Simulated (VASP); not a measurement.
A run of VASP 6.6.1:

POSCAR

```
ZnO
1.0
    3.2351576527      0.0000000000      0.0000000000
   -1.6175788264      2.8017287125      0.0000000000
    0.0000000000      0.0000000000      5.2110795600
Zn O
2 2
Direct
    0.3333333333      0.6666666667     -0.0590000000
    0.6666666667      0.3333333333      0.4410000000
    0.3333333333      0.6666666667      0.4410000000
    0.6666666667      0.3333333333      0.9410000000
```

INCAR.step1

```
  PREC = Accurate
  ENCUT = 520
  ISMEAR = 0
  SIGMA = 0.01
  LREAL = False
  LASPH = True
  NELM = 60
  NBANDS = 26
  GGA = PE
  ALGO = Normal
  EDIFF = 1E-4
  LWAVE = True
  LCHARG = False
```

INCAR.step2

```
  PREC = Accurate
  ENCUT = 520
  EDIFF = 1E-6
  ISMEAR = 0
  SIGMA = 0.01
  LREAL = False
  LASPH = True
  NELM = 60
  ALGO = Normal
  ISIF = 2
  LWAVE = False
  LCHARG = True
  METAGGA = R2SCAN
  LMIXTAU = True
  LELF = True
  LVHAR = True
  NBANDS = 26
  ISTART = 1
```

KPOINTS

```
regular mesh
0
Gamma
  12 12 8
```

Potentials or basis: VASP PAW PBE potentials, release 64 (Zn, O).

The run is started by

```sh
$ cat potpaw_PBE.64/Zn/POTCAR potpaw_PBE.64/O/POTCAR > POTCAR
$ cp INCAR.step1 INCAR
$ mpirun -np 1 vasp_std > vasp.out
$ cp INCAR.step2 INCAR
$ mpirun -np 1 vasp_std > vasp.out
```

Hardware: 1 thread of AMD EPYC 9R45 96-Core Processor (Zen 5), on a shared host.

How long does it take, and how much memory?

Wall time 4.2 min on 1 thread of AMD EPYC 9R45 96-Core Processor (Zen 5), on a shared host, peak memory 0.2 GiB. Counts: k points 95.
